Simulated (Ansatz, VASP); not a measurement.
**Two plane-wave programs on Mg**

Contents of INCAR:

```
SYSTEM = Mg
PREC = Accurate
ENCUT = 520
EDIFF = 1E-6
ISMEAR = 0
SIGMA = 0.15
LREAL = .False.
LASPH = .True.
NELM = 80
ALGO = Normal
ISIF = 2
LWAVE = .False.
LCHARG = .False.
GGA = PE
NBANDS = 7
```

Contents of KPOINTS:

```
Automatic mesh
0
Gamma
  21 21 18
  0 0 0
```

File POSCAR:

```
Mg
1.0
    3.0502998005      0.0000000000      0.0000000000
   -1.5251499003      2.6416371164      0.0000000000
    0.0000000000      0.0000000000      3.0448375700
Mg
1
Direct
    0.0000000000      0.0000000000      0.0000000000
```

Input for Ansatz:

```yaml
crystal:
  lattice:
    - [3.0502998005, 0.0, 0.0]
    - [-1.5251499003, 2.6416371164, 0.0]
    - [0.0, 0.0, 3.04483757]
  atoms:
    - { symbol: Mg, position: [0.0, 0.0, 0.0] }
basis:
  ecutwfc: 420
kpoints:
  mp_grid: { grid: [21, 21, 18] }
hamiltonian:
  xc: pbe
scf:
  occupations: { method: gaussian, width: 0.15 }
output:
  forces: true
  stress: true
  eigenvalues: true
```

Alike in both runs: task single point; functional PBE; k mesh 21 × 21 × 18; occupations gaussian, width 0.15 eV; no spin polarisation.

|  | VASP | Ansatz |
| --- | --- | --- |
| version | VASP 6.6.1 | Ansatz 0.2.0 |
| potentials or method | VASP PAW PBE potentials, release 64 (Mg), cutoff 520 eV | scalar-relativistic, plane waves, PAW |
| valence electrons in the cell | 2 | 10 |

Ansatz gave:

* gap on the k mesh at the Fermi level (eV): none
* pressure (GPa): 1.3
* traceless stress, the component that is largest in VASP (GPa): -0.41

Task: Estimate VASP's values.

Result: gap on the k mesh at the Fermi level (eV): none; pressure (GPa): 1.2; traceless stress, the component that is largest in VASP (GPa): -0.39.

A gap of «none» marks a metal or a gap that the smearing closes. The functional is the same, so the differences come from potentials, cutoffs and numerics. VASP's potentials hold 2 valence electrons a cell and Ansatz's 10, so a difference there can come from the potentials and not from the codes.
